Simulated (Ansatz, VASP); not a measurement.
**BP: VASP beside Ansatz**

Contents of INCAR:

```
SYSTEM = BP
PREC = Accurate
ENCUT = 500
EDIFF = 1E-6
ISMEAR = 0
SIGMA = 0.01
LREAL = .FALSE.
LASPH = .TRUE.
NELM = 120
ALGO = Normal
ISIF = 2
LWAVE = .FALSE.
LCHARG = .TRUE.
GGA = PS
LELF = .TRUE.
LVHAR = .TRUE.
NBANDS = 11
GGA_COMPAT = .FALSE.
```

KPOINTS

```
Automatic mesh
0
G
  8 8 8
  0 0 0
```

File POSCAR:

```
BP
1.0
    0.0000000000      2.2827359537      2.2495054018
    2.2827359537      0.0000000000      2.2495054018
    2.2827359537      2.2827359537      0.0000000000
B P
1 1
Direct
    0.0000000000      0.0000000000      0.0000000000
    0.2500000000      0.2500000000      0.2500000000
```

Input for Ansatz:

```yaml
crystal:
  lattice:
    - [0.0, 2.2827359537, 2.2495054018]
    - [2.2827359537, 0.0, 2.2495054018]
    - [2.2827359537, 2.2827359537, 0.0]
  atoms:
    - { symbol: B, position: [0.0, 0.0, 0.0] }
    - { symbol: P, position: [0.25, 0.25, 0.25] }
basis:
  ecutwfc: 600.0
kpoints:
  mp_grid: { grid: [8, 8, 8] }
  band_path:
    path:
      - [0.0, 0.0, 0.0]
      - [0.0, 0.0, 0.0]
      - [0.4137584959, 0.4137584959, 0.0]
      - [0.0, 0.4157596874, 0.4157596874]
      - [0.5, 0.5, 0.5]
      - [0.0, 0.0, 0.5]
      - [0.0030827766, 0.0030827766, 0.0061655533]
      - [-0.0030827766, -0.0030827766, -0.0061655533]
      - [0.0030827766, 0.0030827766, 0.0061655533]
      - [-0.0030827766, -0.0030827766, -0.0061655533]
    npoints: 1
hamiltonian:
  xc: pbesol
  pseudopotentials: { kind: paw, azcp: { folder: soft_1 } }
scf:
  occupations: { method: fixed }
  n_extra_bands: 5
output:
  forces: true
  stress: true
  eigenvalues: true
```

Alike in both runs: task single point; functional PBEsol; k mesh 8 × 8 × 8; no spin polarisation.

|  | VASP | Ansatz |
| --- | --- | --- |
| version | VASP 6.6.1 | Ansatz 0.2.0 |
| potentials or method | VASP PAW PBE potentials, release 64 (B, P), cutoff 500 eV | scalar-relativistic, plane waves, PAW |
| occupations | gaussian, width 0.01 eV | fixed |
| valence electrons in the cell | 8 | 8 |

Ansatz gave:

```
gap on the k mesh at the Fermi level (eV)                     : 0.95
least direct gap on the mesh (eV)                             : 3.21
pressure (GPa)                                                : -2.5
traceless stress, the component that is largest in VASP (GPa) : 2.51
```

Problem. What did VASP give for the same quantities?

Solution. gap on the k mesh at the Fermi level (eV): 0.95; least direct gap on the mesh (eV): 3.20; pressure (GPa): -2.4; traceless stress, the component that is largest in VASP (GPa): 2.51.

VASP's potentials were made for PBE, not for PBEsol, and Ansatz warns of the same on its side.
